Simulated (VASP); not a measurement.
Al2O3:

```
Al O
1.0
     2.38025    1.37424    4.33187
    -2.38025    1.37424    4.33187
     0.00000   -2.74848    4.33187
Al O
4 6
Direct
  0.35216 0.35216 0.35216
  0.14784 0.14784 0.14784
  0.64784 0.64784 0.64784
  0.85216 0.85216 0.85216
  0.55668 0.94332 0.25000
  0.25000 0.55668 0.94332
  0.94332 0.25000 0.55668
  0.44332 0.05668 0.75000
  0.75000 0.44332 0.05668
  0.05668 0.75000 0.44332
```

```yaml
Program: VASP 6.6.1
Task: relaxation of cell and atoms
Functional: LDA
Potentials_or_basis: VASP PAW LDA potentials, release 64 (Al, O)
Cutoff: 600 eV
k_mesh: 6 × 6 × 6
Occupations: gaussian, width 0.1 eV
Spin: no spin polarisation
```

At the start: pressure -4.9 GPa; volume 8.50 Å³/atom.

Where does the relaxation end?

Over 14 steps the energy falls by 2.8 meV/atom and the volume is 8.34 Å³/atom (-1.9 %); space group R-3c (No. 167, to 0.1 Å) before and after.

The path:
```
step  energy change (eV)  largest force (eV/Å)  pressure (GPa)  volume (Å³)
   1              0.0000                0.1259           -4.92        85.02
   2             -0.0035                0.0671            5.04        81.84
   3             -0.0274                0.0312            0.05        83.36
   4             -0.0273                0.0291            0.16        83.32
   5             -0.0276                0.0129            0.07        83.35
   6             -0.0276                0.0063            0.09        83.35
   7             -0.0276                0.0071            0.09        83.35
   8             -0.0276                0.0027           -0.06        83.40
   9             -0.0276                0.0040           -0.02        83.38
  10             -0.0276                0.0042           -0.02        83.38
  11             -0.0276                0.0057            0.04        83.36
  12             -0.0276                0.0043           -0.01        83.38
  13             -0.0276                0.0042           -0.01        83.38
  14             -0.0276                0.0013           -0.01        83.37
```

Final structure:
```
Al O
1.0
     2.36624    1.36615    4.29859
    -2.36624    1.36615    4.29859
     0.00000   -2.73230    4.29859
Al O
4 6
Direct
  0.35199 0.35199 0.35199
  0.14801 0.14801 0.14801
  0.64801 0.64801 0.64801
  0.85199 0.85199 0.85199
  0.55575 0.94425 0.25000
  0.25000 0.55575 0.94425
  0.94425 0.25000 0.55575
  0.44425 0.05575 0.75000
  0.75000 0.44425 0.05575
  0.05575 0.75000 0.44425
```
